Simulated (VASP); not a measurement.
# WSe2 (P6_3/mmc) in VASP: notebook

WSe2 is run at these levels: PBEsol; tasks: single point.

Program: VASP 6.6.1. These are calculated values, not measurements. Logs are shortened: lines on timing, memory, paths and dates and some standing lists are left out, and cuts for length are marked.

## Step 1: The cell of the first run

It takes space group P6_3/mmc (No. 194, hexagonal). The conventional cell has a = 3.272 Å, b = 3.272 Å, c = 13.091 Å, α = 90.00°, β = 90.00°, γ = 120.00°. Within 3.3 Å of W (site symmetry -6m2) lie 6 Se at 2.52 Å and 6 W at 3.27 Å. Within 3.4 Å of Se (site symmetry 3m) lie 3 W at 2.52 Å and 7 Se at 3.27 to 3.35 Å.

## Step 2: Single point, PBEsol

Input file INCAR:

```
SYSTEM = WSe2
ALGO = Normal
EDIFF = 1E-6
ENCUT = 520
GGA = PS
ISIF = 2
ISMEAR = 0
LASPH = .True.
LCHARG = .False.
LREAL = .False.
LWAVE = .False.
NBANDS = 35
NELM = 100
PREC = Accurate
SIGMA = 0.02
```

Input file KPOINTS:

```
k-points
0
Gamma
  12 12 2
  0 0 0
```

Input file POSCAR:

```
WSe2
1.0
    3.2720787169      0.0000000000      0.0000000000
   -1.6360393585      2.8337032920      0.0000000000
    0.0000000000      0.0000000000     13.0914424764
W Se
2 4
Direct
    0.6666666690      0.3333333310      0.7500000000
    0.3333333310      0.6666666690      0.2500000000
    0.3333333356      0.6666666644      0.8778083039
    0.6666666644      0.3333333356      0.3778083039
    0.3333333356      0.6666666644      0.6221916961
    0.6666666644      0.3333333356      0.1221916961
```

Potentials or basis: VASP PAW PBE potentials, release 64 (W_sv, Se).

Started as:

```console
> cat potpaw_PBE.64/W_sv/POTCAR potpaw_PBE.64/Se/POTCAR > POTCAR
> mpirun -np 1 vasp_std > vasp.out
```

OUTCAR:

```text
SYSTEM = WSe2
   EDIFF = 1E-6
   ENCUT = 520
   GGA = PS
   ISIF = 2
   ISMEAR = 0
   LASPH = .True.
   LREAL = .False.
   NELM = 100
   PREC = Accurate

 ion  position               nearest neighbor table
   1  0.667  0.333  0.750-   3 2.52   5 2.52   3 2.52   5 2.52   3 2.52   5 2.52
   2  0.333  0.667  0.250-   4 2.52   6 2.52   4 2.52   6 2.52   4 2.52   6 2.52
   3  0.333  0.667  0.878-   1 2.52   1 2.52   1 2.52
   4  0.667  0.333  0.378-   2 2.52   2 2.52   2 2.52
   5  0.333  0.667  0.622-   1 2.52   1 2.52   1 2.52
   6  0.667  0.333  0.122-   2 2.52   2 2.52   2 2.52

  LATTYP: Found a hexagonal cell.
 ALAT       =     3.2720787169
 C/A-ratio  =     4.0009558477

  Lattice vectors:

 A1 = (   3.2720787169,   0.0000000000,   0.0000000000)
 A2 = (  -1.6360393585,   2.8337032920,   0.0000000000)
 A3 = (   0.0000000000,   0.0000000000,  13.0914424764)

Analysis of symmetry for initial positions (statically):
=====================================================================
 Subroutine PRICEL returns:
 Original cell was already a primitive cell.

 Routine SETGRP: Setting up the symmetry group for a
 hexagonal supercell.

 Subroutine GETGRP returns: Found 24 space group operations
 (whereof 12 operations were pure point group operations)
 out of a pool of 24 trial point group operations.

The static configuration has the point symmetry D_3d.
 The point group associated with its full space group is D_6h.

Analysis of symmetry for dynamics (positions and initial velocities):
=====================================================================
 Subroutine PRICEL returns:
 Original cell was already a primitive cell.

 Routine SETGRP: Setting up the symmetry group for a
 hexagonal supercell.

 Subroutine GETGRP returns: Found 24 space group operations
 (whereof 12 operations were pure point group operations)
 out of a pool of 24 trial point group operations.

The dynamic configuration has the point symmetry D_3d.
 The point group associated with its full space group is D_6h.

 Subroutine INISYM returns: Found 24 space group operations
 (whereof 12 operations are pure point group operations),
 and found     1 'primitive' translations

----------------------------------------------------------------------------------------

                                     Primitive cell

[... 87 lines left out ...]
   NGXF,Y,Z  is equivalent  to a cutoff of  24.39, 24.39, 24.89 a.u.
 SYSTEM =  WSe2
   PREC   = accura    normal or accurate (medium, high low for compatibility)
   ISTART =      0    job   : 0-new  1-cont  2-samecut
   ICHARG =      2    charge: 1-file 2-atom 10-const
   ISPIN  =      1    spin polarized calculation?
   LNONCOLLINEAR =      F non collinear calculations
   LSORBIT =      F    spin-orbit coupling
   LASPH  =      T    aspherical Exc in radial PAW
   ENCUT  =  520.0 eV  38.22 Ry    6.18 a.u.   6.08  6.08 24.34*2*pi/ulx,y,z
   NELM   =    100;   NELMIN=  2; NELMDL= -5     # of ELM steps
   EDIFF  = 0.1E-05   stopping-criterion for ELM
   LREAL  =      F    real-space projection
[... 7 lines left out ...]
   TEBEG  =    0.0;   TEEND  =   0.0 temperature during run
   PSTRESS=    0.0 pullay stress
   NELECT =      52.0000    total number of electrons
   NUPDOWN=      -1.0000    fix difference up-down
   EMIN   =  10.00;   EMAX   =-10.00  energy-range for DOS
   EFERMI =   0.00;   METHOD = LEGACY
   ISMEAR =     0;   SIGMA  =   0.02  broadening in eV -4-tet -1-fermi 0-gaus
   EFERMI_NEDOS =   21; number of points for ismear=-14 and -15
   IALGO  =     38    algorithm
   IMIX   =      4    mixing-type and parameters
     AMIX     =   0.40;   BMIX     =  1.00
     AMIX_MAG =   1.60;   BMIX_MAG =  1.00
  volume/ion in A,a.u.               =      20.23       136.52
  Fermi-wavevector in a.u.,A,eV,Ry     =   1.234111  2.332131 20.722066  1.523029
  Thomas-Fermi vector in A             =   2.368814
   LORBIT       =      0    0 simple, 1 ext, 2 COOP (PROOUT), +10 PAW based schemes
   GGA     = PS    functional components
   LHFCALC =     F    Hartree Fock is set to
   AEXX    =    0.0000 exact exchange contribution
   IVDW    =     0    specifies the selected vdW correction
   LEPSILON=     F    determine dielectric tensor
   LRPA    =     F    only Hartree local field effects (RPA)
 non-spin polarized calculation
 Gauss-broadening in eV      SIGMA  =   0.02
  energy-cutoff  :      520.00
  volume of cell :      121.39
 maximum number of plane-waves:      3312
   NGX = 13   NGY = 13   NGZ = 49

 number of electron      51.9999985 magnetization

 Free energy of the ion-electron system (eV)
  ---------------------------------------------------
  ext. energy  EPLUGINS =         0.00000000
  ---------------------------------------------------
  free energy    TOTEN  =       -46.54929257 eV

  energy without entropy =      -46.54929257  energy(sigma->0) =      -46.54929257

 E-fermi :   6.1918     XC(G=0): -10.8991

 val. band max:        6.0932805870   @ k =   0.0000   0.0000   0.0000
 cond. band min:       7.0816289908   @ k =   0.1667   0.1667   0.0000
 fundamental gap:      0.9883484037
 Fermi energy:         6.1918189746

 k-point     1 :       0.0000    0.0000    0.0000
  band No.  band energies     occupation
      1     -68.1181      2.00000
      2     -68.1180      2.00000
      3     -32.3826      2.00000
      4     -32.3826      2.00000
      5     -32.2346      2.00000
      6     -32.2346      2.00000
[... 901 lines left out ...]
     34      10.1508      0.00000
     35      11.7261      0.00000

 [... further k-points ...]
[... 5 lines left out ...]
  --------------------------------------------------------------------------------------
  -------------------------------------------------------------------------------------
  Total        0.2812431      0.2812431      0.6252217     -0.0000000      0.0000000      0.0000000
  in kB        3.7121607      3.7121607      8.2523766     -0.0000000      0.0000000      0.0000000
  external PRESSURE =       5.2255660 kB  Pullay stress =       0.0000000 kB

 VOLUME and BASIS-vectors are now :
 -----------------------------------------------------------------------------
  energy-cutoff  :      520.00
  volume of cell :      121.39
      direct lattice vectors                 reciprocal lattice vectors
     3.272078717  0.000000000  0.000000000     0.305616119  0.176447549  0.000000000
    -1.636039358  2.833703292  0.000000000     0.000000000  0.352895098  0.000000000
     0.000000000  0.000000000 13.091442476     0.000000000  0.000000000  0.076385777

 POSITION                                       TOTAL-FORCE (eV/Angst)
 -----------------------------------------------------------------------------------
      1.63604      0.94457      9.81858        -0.000000      0.000000      0.000000
     -0.00000      1.88914      3.27286         0.000000     -0.000000      0.000000
      0.00000      1.88914     11.49178         0.000000     -0.000000      0.061287
      1.63604      0.94457      4.94606        -0.000000      0.000000      0.061287
      0.00000      1.88914      8.14539         0.000000     -0.000000     -0.061287
      1.63604      0.94457      1.59967        -0.000000      0.000000     -0.061287
 -----------------------------------------------------------------------------------
    total drift:                               -0.000006      0.000005     -0.000000

  FREE ENERGIE OF THE ION-ELECTRON SYSTEM (eV)
  ---------------------------------------------------
  free  energy   TOTEN  =       -46.5492925684 eV

  energy  without entropy=      -46.5492925684  energy(sigma->0) =      -46.54929257
```

stdout:

```text
POSCAR found type information on POSCAR W Se
 POSCAR found :  2 types and       6 ions
 scaLAPACK will be used
 -----------------------------------------------------------------------------
|                                                                             |
|                                                                             |
|     You enforced a specific xc type in the INCAR file but a different       |
|     I HOPE YOU KNOW WHAT YOU ARE DOING!                                     |
|                                                                             |
 -----------------------------------------------------------------------------

 LDA part: xc-table for (Slater+PW92), standard interpolation
 POSCAR, INCAR and KPOINTS ok, starting setup
 FFT: planning ... GRIDC
 FFT: planning ... GRID_SOFT
 FFT: planning ... GRID
 WAVECAR not read
 entering main loop
```

Wall time 84 s (1 thread of Intel Xeon 6975P-C (Granite Rapids), shared host); peak memory 0.3 GiB.

Results:

| Quantity | Value |
| --- | --- |
| Free energy | -46.5493 eV |
| Pressure | 0.5 GPa |
| Largest force | 0.061 eV/Å |
| Band gap on the k mesh | 0.99 eV (least direct gap 1.58 eV) |

Forces in eV/Å, atoms in the order of the input:
```
W    0.000  0.000  0.000
W    0.000  0.000  0.000
Se   0.000  0.000  0.061
Se   0.000  0.000  0.061
Se   0.000  0.000 -0.061
Se   0.000  0.000 -0.061
```

Levels at points of the mesh, in eV from the valence-band top:
| k point | band 24 | band 25 | band 26 | band 27 | band 28 | band 29 |
| --- | --- | --- | --- | --- | --- | --- |
| (0.00, 0.00, 0.00) | -1.13 | -1.13 | 0.00 | 2.75 | 2.75 | 2.80 |
| (0.50, 0.00, 0.00) | -1.26 | -1.25 | -1.03 | 2.23 | 2.27 | 2.37 |
| (0.00, 0.00, 0.50) | -1.45 | -0.23 | -0.23 | 2.76 | 2.76 | 2.76 |
| (0.50, 0.00, 0.50) | -1.32 | -1.14 | -1.14 | 2.25 | 2.25 | 2.59 |

Caveat: the PAW data sets were made with another functional, which shifts forces and pressure a little; spin-orbit coupling is left out, which moves the levels of the heavy elements; this functional lacks dispersion, which binds layers or chains, so the pressure and a relaxed spacing across them are unreliable. A k mesh can miss the band edges.

## Step 3: Single point, PBEsol (uniaxial strain along c: -1.0 %)

Input file INCAR:

```
SYSTEM = WSe2
PREC = Accurate
ENCUT = 520
EDIFF = 1E-7
ISMEAR = 0
SIGMA = 0.02
LREAL = .False.
LASPH = .True.
NELM = 80
ALGO = Normal
ISIF = 2
LWAVE = .False.
LCHARG = .True.
GGA = PS
LELF = .True.
LVHAR = .True.
NBANDS = 35
```

Input file KPOINTS:

```
regular mesh
0
Gamma
  12 12 2
  0 0 0
```

Input file POSCAR:

```
WSe2
1.0
    3.2792736094      0.0000000000      0.0000000000
   -1.6396368047      2.8399342517      0.0000000000
    0.0000000000      0.0000000000     13.0914424764
W Se
2 4
Direct
    0.6666666667      0.3333333333      0.7500000000
    0.3333333333      0.6666666667      0.2500000000
    0.3333333333      0.6666666667      0.8766071121
    0.6666666667      0.3333333333      0.3766071121
    0.3333333333      0.6666666667      0.6233928879
    0.6666666667      0.3333333333      0.1233928879
```

Potentials or basis: VASP PAW PBE potentials, release 64 (W_sv, Se).

Started as:

```console
> cat potpaw_PBE.64/W_sv/POTCAR potpaw_PBE.64/Se/POTCAR > POTCAR
> mpirun -np 1 vasp_std > vasp.out
```

Run time: 83 s. Hardware: 1 thread of Intel Xeon 6975P-C (Granite Rapids), shared host; peak memory 0.29 GiB.

Results (log left out):

```yaml
Free_energy: -46.5398 eV
Pressure: 1.4 GPa
Largest_force: 0.300 eV/Å
Band_gap_on_the_k_mesh: 1.00 eV (least direct gap 1.53 eV)
```

Forces on the atoms (eV/Å):
```
W    0.000  0.000  0.000
W    0.000  0.000  0.000
Se   0.000  0.000  0.300
Se   0.000  0.000  0.300
Se   0.000  0.000 -0.300
Se   0.000  0.000 -0.300
```

Stress tensor (GPa, compression positive):
```
0.63 0.00 0.00
0.00 0.63 0.00
0.00 0.00 2.80
```

Levels at points of the mesh, in eV from the valence-band top:
```tsv
k point	band 24	band 25	band 26	band 27	band 28	band 29
(0.00, 0.00, 0.00)	-1.15	-1.11	0.00	2.70	2.70	2.74
(0.50, 0.00, 0.00)	-1.34	-1.30	-1.13	2.14	2.18	2.35
(0.00, 0.00, 0.50)	-1.57	-0.23	-0.23	2.71	2.71	2.71
(0.50, 0.00, 0.50)	-1.35	-1.24	-1.24	2.16	2.16	2.54
```

Caveat: the cell differs from its parent crystal (uniaxial strain along c: -1.0 %); the PAW data sets were made with another functional, which shifts forces and pressure a little; spin-orbit coupling is left out, which moves the levels of the heavy elements; this functional lacks dispersion, which binds layers or chains, so the pressure and a relaxed spacing across them are unreliable. A k mesh can miss the band edges.

## Step 4: Single point, PBEsol

This run uses another cell than the first one, of 20.42 Å³/atom.

Input file INCAR:

```
ALGO = Normal
EDIFF = 1E-7
ENCUT = 520
GGA = PS
ISIF = 2
ISMEAR = 0
LASPH = T
LCHARG = F
LREAL = F
LWAVE = F
NBANDS = 35
NELM = 100
PREC = Accurate
SIGMA = 0.02
```

Input file KPOINTS:

```
k-points
0
Gamma
  12 12 2
```

Edit POSCAR of step 3 so:

```diff
@@ -2,5 +2,5 @@
 1.0
-    3.2792736094      0.0000000000      0.0000000000
-   -1.6396368047      2.8399342517      0.0000000000
-    0.0000000000      0.0000000000     13.0914424764
+    3.2710958697      0.0000000000      0.0000000000
+   -1.6355479349      2.8328521214      0.0000000000
+    0.0000000000      0.0000000000     13.2236792691
 W Se
```

Started as:

```console
> cat potpaw_PBE.64/W_sv/POTCAR potpaw_PBE.64/Se/POTCAR > POTCAR
> mpirun -np 1 vasp_std > vasp.out
```

Run time: 82 s. Hardware: 1 thread of Intel Xeon 6975P-C (Granite Rapids), shared host; peak memory 0.29 GiB.

The run converged. Its results:

- Free energy: -46.5506 eV
- Pressure: 0.4 GPa
- Largest force: 0.060 eV/Å
- Band gap on the k mesh: 1.04 eV (least direct gap 1.59 eV)

Forces in eV/Å, atoms in the order of the input:
```
W    0.000  0.000  0.000
W    0.000  0.000  0.000
Se   0.000  0.000  0.060
Se   0.000  0.000  0.060
Se   0.000  0.000 -0.060
Se   0.000  0.000 -0.060
```

Stress tensor (GPa, compression positive):
```
0.37 0.00 0.00
0.00 0.37 0.00
0.00 0.00 0.52
```

Levels at points of the mesh, in eV from the valence-band top:
```
           k point  band 22  band 23  band 24  band 25  band 26  band 27  band 28  band 29  band 30  band 31
(0.00, 0.00, 0.00)    -1.38    -1.38    -1.19    -1.09     0.00     2.80     2.80     2.84     2.84     2.93
(0.50, 0.00, 0.00)    -2.36    -1.34    -1.23    -1.19    -0.99     2.28     2.31     2.42     2.78     3.06
(0.00, 0.00, 0.50)    -1.40    -1.40    -1.40    -0.24    -0.24     2.81     2.81     2.81     2.81     3.02
(0.50, 0.00, 0.50)    -2.47    -1.27    -1.27    -1.09    -1.09     2.30     2.30     2.63     2.63     3.44
```

Caveat: the PAW data sets were made with another functional, which shifts forces and pressure a little; spin-orbit coupling is left out, which moves the levels of the heavy elements; this functional lacks dispersion, which binds layers or chains, so the pressure and a relaxed spacing across them are unreliable.

(Part 1 of 2 ends here.)
